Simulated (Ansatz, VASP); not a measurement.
One calculation of Mo, two programs

```
Mo
1.0
    -1.56514    1.56514    1.56514
     1.56514   -1.56514    1.56514
     1.56514    1.56514   -1.56514
Mo
1
Cartesian
  0.0000 0.0000 0.0000
```

Alike in both runs: functional PBE; dispersion D3(BJ); k mesh 18 × 18 × 18; occupations gaussian, width 0.1 eV; no spin polarisation.

Ansatz relaxed the structure, and its values are those at the end. VASP's run is a single point on that final structure, the one shown.

```csv
,VASP,Ansatz
version,VASP 6.6.1,Ansatz 0.2.0
potentials or method,"VASP PAW PBE potentials, release 64 (Mo_sv), cutoff 520 eV","scalar-relativistic, plane waves, PAW"
valence electrons in the cell,14,14
```

```csv
,VASP,Ansatz,Ansatz less VASP
gap on the k mesh at the Fermi level (eV),none,none,-
pressure (GPa),0.6,0.0,-0.57
```

A gap of «none» marks a metal or a gap that the smearing closes.
